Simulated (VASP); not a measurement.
B2As3: single point with PBE

B2As3:

```
B As
1.0
     3.42669    0.00000    0.00000
    -1.71335    2.96760    0.00000
     0.00000    0.00000   15.32052
B As
4 6
Direct
  0.66667 0.33333 0.80929
  0.00000 0.00000 0.62883
  0.33333 0.66667 0.19071
  0.00000 0.00000 0.37117
  0.66667 0.33333 0.95027
  0.00000 0.00000 0.76625
  0.33333 0.66667 0.58447
  0.33333 0.66667 0.04973
  0.00000 0.00000 0.23375
  0.66667 0.33333 0.41553
```

| Quantity | Value |
| --- | --- |
| Program | VASP 6.6.1 |
| Task | single point |
| Functional | PBE |
| Potentials or basis | VASP PAW PBE potentials, release 64 (B, As) |
| Cutoff | 520 eV |
| k mesh | 12 × 12 × 2 |
| Occupations | gaussian, width 0.1 eV |
| Spin | no spin polarisation |
| Dipole correction | no |
| Further INCAR settings | ALGO = Normal; EDIFF = 1e-07; NBANDS = 32 |

- Pressure: 0.4 GPa
- Largest force: 0.039 eV/Å
- Band gap on the k mesh: zero (bands 21 and 22 overlap by 1.85 eV)

Forces on the atoms (eV/Å):
```
B    0.000  0.000  0.015
B    0.000  0.000  0.007
B    0.000  0.000 -0.015
B    0.000  0.000 -0.007
As   0.000  0.000 -0.033
As   0.000  0.000 -0.006
As   0.000  0.000 -0.039
As   0.000  0.000  0.033
As   0.000  0.000  0.006
As   0.000  0.000  0.039
```

Levels at points of the mesh, in eV from the Fermi level:
| k point | band 17 | band 18 | band 19 | band 20 | band 21 | band 22 | band 23 | band 24 | band 25 | band 26 |
| --- | --- | --- | --- | --- | --- | --- | --- | --- | --- | --- |
| (0.00, 0.00, 0.00) | -0.50 | -0.50 | -0.12 | -0.10 | -0.10 | 2.24 | 2.35 | 2.56 | 2.56 | 2.95 |
| (0.50, 0.00, 0.00) | -2.82 | -2.16 | -2.16 | -1.95 | -1.01 | -0.51 | 0.59 | 1.60 | 1.84 | 2.62 |
| (0.00, 0.00, 0.50) | -0.50 | -0.50 | -0.09 | -0.09 | 1.27 | 2.07 | 2.36 | 2.53 | 2.53 | 2.60 |
| (0.50, 0.00, 0.50) | -2.60 | -2.56 | -2.13 | -1.94 | -0.76 | -0.16 | 0.03 | 1.69 | 1.69 | 2.63 |

Run time: 3.5 min on 1 thread of Intel(R) Xeon(R) Platinum 8488C (Sapphire Rapids), with other jobs on the host, peak memory 0.37 GiB.
